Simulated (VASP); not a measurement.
## C: single point with r2SCAN

Crystal: C.

```
C
1.0
     1.22792   -2.12681    0.00000
     1.22792    0.70894    3.51908
    -3.68375   -2.12681    0.00000
C
4
Direct
  0.43509 0.30253 0.76011
  0.86525 0.56459 0.11563
  0.71406 0.66316 0.32368
  0.98560 0.46972 0.80057
```

This cell differs from its parent crystal: atoms moved at random.

```json
{
  "Program": "VASP 6.6.1",
  "Task": "single point",
  "Functional": "r2SCAN",
  "Potentials or basis": "VASP PAW PBE potentials, release 64 (C)",
  "Cutoff": "660 eV",
  "k mesh": "10 × 8 × 6",
  "Occupations": "gaussian, width 0.05 eV",
  "Spin": "no spin polarisation"
}
```

The pressure is 148.7 GPa, the largest force is 84.532 eV/Å and the band gap on the k mesh is zero (bands 8 and 9 overlap by 0.81 eV).

Forces in eV/Å, atoms in the order of the input:
```
C     7.490  -5.366  -3.591
C    68.191   4.972 -26.784
C   -77.444  -6.817  33.190
C     1.763   7.212  -2.815
```

Stress tensor (GPa, compression positive):
```
 337.62   10.08 -142.42
  10.08   53.22   -7.20
-142.42   -7.20   55.27
```

Levels at points of the mesh, in eV from the Fermi level:
| k point | band 5 | band 6 | band 7 | band 8 | band 9 | band 10 | band 11 | band 12 |
| --- | --- | --- | --- | --- | --- | --- | --- | --- |
| (0.00, 0.00, 0.00) | -7.27 | -4.18 | -3.08 | -0.13 | 3.10 | 3.67 | 7.39 | 8.74 |
| (0.50, 0.00, 0.00) | -6.07 | -4.34 | -2.56 | -1.51 | -0.65 | 2.11 | 9.68 | 10.88 |
| (0.00, 0.50, 0.00) | -7.33 | -4.32 | -1.60 | -0.69 | 2.74 | 4.94 | 7.94 | 9.66 |
| (0.50, 0.50, 0.00) | -6.33 | -4.33 | -2.85 | -1.66 | -0.03 | 1.69 | 8.92 | 10.08 |
| (0.00, 0.00, 0.50) | -7.58 | -2.56 | -2.21 | -0.93 | 2.53 | 3.36 | 6.65 | 9.03 |
| (0.50, 0.00, 0.50) | -6.13 | -4.63 | -2.27 | 0.05 | 0.56 | 1.45 | 9.07 | 10.14 |
| (0.00, 0.50, 0.50) | -7.40 | -4.81 | -1.50 | 0.05 | 3.85 | 5.02 | 8.09 | 8.55 |
| (0.50, 0.50, 0.50) | -6.08 | -5.17 | -2.93 | -1.59 | 0.53 | 1.80 | 9.15 | 10.44 |

Wall time 11 min on 1 thread of Intel Xeon 8259CL (shared host), peak memory 0.27 GiB.

Caveat: the cell differs from its parent crystal (atoms moved at random); atoms lie so close that the PAW spheres overlap strongly, which falsifies energies and pressures; the cell stands under pressure; the PAW data sets were made with another functional, which shifts forces and pressure a little.
